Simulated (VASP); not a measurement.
A run of VASP 6.6.1:

Contents of POSCAR:

```
Y
1.0
    0.0000000000      2.6838000000      2.6838000000
    2.6838000000      0.0000000000      2.6838000000
    2.6838000000      2.6838000000      0.0000000000
Y
1
Direct
    0.0000000000      0.0000000000      0.0000000000
```

File INCAR.step1:

```
SYSTEM = Y
PREC = Accurate
ENCUT = 520
ISMEAR = 0
SIGMA = 0.15
LREAL = .FALSE.
LASPH = .TRUE.
NELM = 60
NBANDS = 12
GGA = PE
ALGO = Normal
EDIFF = 1E-4
LWAVE = .TRUE.
LCHARG = .FALSE.
```

Contents of INCAR.step2:

```
SYSTEM = Y
PREC = Accurate
ENCUT = 520
EDIFF = 1E-6
ISMEAR = 0
SIGMA = 0.15
LREAL = .FALSE.
LASPH = .TRUE.
NELM = 60
ALGO = Normal
ISIF = 2
LWAVE = .FALSE.
LCHARG = .FALSE.
METAGGA = R2SCAN
LMIXTAU = .TRUE.
NBANDS = 12
ISTART = 1
```

Contents of KPOINTS:

```
Automatic mesh
0
G
  16 16 16
  0 0 0
```

Potentials or basis: VASP PAW PBE potentials, release 64 (Y_sv).

Launch:

```bash
$ cat potpaw_PBE.64/Y_sv/POTCAR > POTCAR
$ cp INCAR.step1 INCAR
$ mpirun -np 1 vasp_std > vasp.out
$ cp INCAR.step2 INCAR
$ mpirun -np 1 vasp_std > vasp.out
```

Hardware: 1 thread of Intel(R) Xeon(R) 6975P-C (Granite Rapids), with other jobs on the host.

Estimate the wall time of this run.

Wall time 120 s on 1 thread of Intel(R) Xeon(R) 6975P-C (Granite Rapids), on a shared host, peak memory 0.23 GiB. Counts: k points 145.
